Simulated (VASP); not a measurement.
Wanted: the native input for a VASP 6.6.1 run.

```
Task                   : single point
Functional             : LDA
Potentials or basis    : VASP PAW LDA potentials, release 64 (O_h, C_h, S)
Cutoff                 : 1000 eV
k mesh                 : 1 × 1 × 1
Occupations            : fermi-dirac, width 0.02 eV
Spin                   : no spin polarisation
Dipole correction      : no
Further INCAR settings : LREAL = Auto; ALGO = Normal; EDIFF = 1e-06; NBANDS = 52
```

The structure of C2SO2 lies in POSCAR:

```
C2SO2
1.0
    5.6807090000      0.0000000000      0.0000000000
    0.0000000000      5.6807090000      0.0000000000
    0.0000000000      0.0000000000      5.6807090000
O C S
6 6 3
Direct
    0.7496599456      0.6547246127      0.1428342835
   -0.1123979419      0.8850127687      0.5766357685
    0.0847253397      0.2309394831      0.6090612985
    0.7201213792      0.5565326441      0.7565252858
    0.6735074794      0.1275016904      0.8675325562
    0.1375708560      0.0010033959      0.2511658316
    0.7047711826      0.4753455951      0.2356043937
    0.0758884146      0.8282768929      0.6171588793
    0.1276601213      0.3123553768      0.7992136193
    0.7907815732      0.5379082083      0.5745233562
    0.5211673402      0.0932982133      0.7460160343
   -0.0601861493      0.0565422379      0.2180185607
    0.5353557100      0.2656534598      0.3600606896
    0.3306101404      0.7531454260      0.6690714134
    0.1753478307      0.4627063277      1.0416481464
```

The input as run:

INCAR

```
  PREC = Accurate
  ENCUT = 1000
  EDIFF = 1E-6
  ISMEAR = -1
  SIGMA = 0.02
  LREAL = Auto
  LASPH = T
  NELM = 120
  ALGO = Normal
  ISIF = 2
  LWAVE = F
  LCHARG = F
  NBANDS = 52
  GGA_COMPAT = F
```

KPOINTS

```
Automatic mesh
0
Gamma
  1 1 1
```

Potentials or basis: VASP PAW LDA potentials, release 64 (O_h, C_h, S).

The run is started by

```bash
$ cat potpaw_LDA.64/O_h/POTCAR potpaw_LDA.64/C_h/POTCAR potpaw_LDA.64/S/POTCAR > POTCAR
$ mpirun -np 1 vasp_gam > vasp.out
```

Results of the run:

The pressure is 11.8 GPa. The largest force is 5.570 eV/Å.

Caveat: the k points lie up to 1.11 Å⁻¹ apart, too coarse for converged energies, forces and pressures; the atoms stand as in a frame of molecular dynamics.

Wall time 68 s on 1 thread of Intel(R) Xeon(R) Platinum 8375C CPU @ 2.90GHz (Ice Lake) (shared host), peak memory 0.35 GiB.
